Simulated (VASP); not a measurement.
Pd:

```
Pd
1.0
     0.00000    1.94650    1.94650
     1.94650    0.00000    1.94650
     1.94650    1.94650    0.00000
Pd
1
Direct
  0.00000 0.00000 0.00000
```

- Program: VASP 6.6.1
- Task: relaxation of cell and atoms
- Functional: PBEsol
- Potentials or basis: VASP PAW PBE potentials, release 64 (Pd)
- Cutoff: 600 eV
- k mesh: 12 × 12 × 12
- Occupations: fermi-dirac, width 0.05 eV
- Spin: no spin polarisation

At the start: pressure -3.3 GPa; volume 14.75 Å³/atom.

Question: Where does the relaxation end?

Answer: Over 3 steps the energy falls by 2.5 meV/atom and the volume is 14.51 Å³/atom (-1.6 %); space group Fm-3m (No. 225, to 0.05 Å).

Step by step:
| step | energy change (eV) | largest force (eV/Å) | pressure (GPa) | volume (Å³) |
| --- | --- | --- | --- | --- |
| 1 | 0.0000 | 0.0000 | -3.26 | 14.75 |
| 2 | 0.0045 | 0.0000 | 6.03 | 14.12 |
| 3 | -0.0025 | 0.0000 | -0.03 | 14.51 |

Final structure:
```yaml
crystal:
  lattice:
    - [0.00000, 1.93576, 1.93576]
    - [1.93576, 0.00000, 1.93576]
    - [1.93576, 1.93576, 0.00000]
  atoms:
    - { symbol: Pd, position: [0.00000, 0.00000, 0.00000] }
```

Caveat: the PAW data sets were made with another functional, which shifts forces and pressure a little.
